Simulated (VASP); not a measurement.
A run of VASP 6.6.1 is set up as follows.

File INCAR:

```
SYSTEM = Mo
ALGO = Normal
EDIFF = 1E-7
ENCUT = 520
GGA = PS
ISIF = 2
ISMEAR = -1
LASPH = .TRUE.
LCHARG = .FALSE.
LREAL = .FALSE.
LWAVE = .FALSE.
NBANDS = 13
NELM = 100
PREC = Accurate
SIGMA = 0.15
```

KPOINTS

```
k-points
0
G
  12 12 11
  0 0 0
```

File POSCAR:

```
Mo
1.0
    2.7979045807      0.0000000000      0.0000000000
   -1.3989574044      2.4230552657      0.0000000000
    0.0000000000      0.0000000000      2.6134614118
Mo
1
Direct
    0.0000000000      0.0000000000      0.5000000000
```

Potentials or basis: VASP PAW PBE potentials, release 64 (Mo_sv).

Launch:

```bash
$ cat potpaw_PBE.64/Mo_sv/POTCAR > POTCAR
$ mpirun -np 1 vasp_std > vasp.out
```

Problem. Estimate the band gap on the k mesh.

Solution. Zero (band 7 reaches 11.32 eV, above the bottom of band 8 at 9.66 eV).

Problem. What does it give for the pressure?

Solution. -15.7 GPa.

Stress tensor (GPa, compression positive):
```
-13.13   0.00   0.00
  0.00 -13.13   0.00
  0.00   0.00 -20.99
```

Caveat: the PAW data sets were made with another functional, which shifts forces and pressure a little.
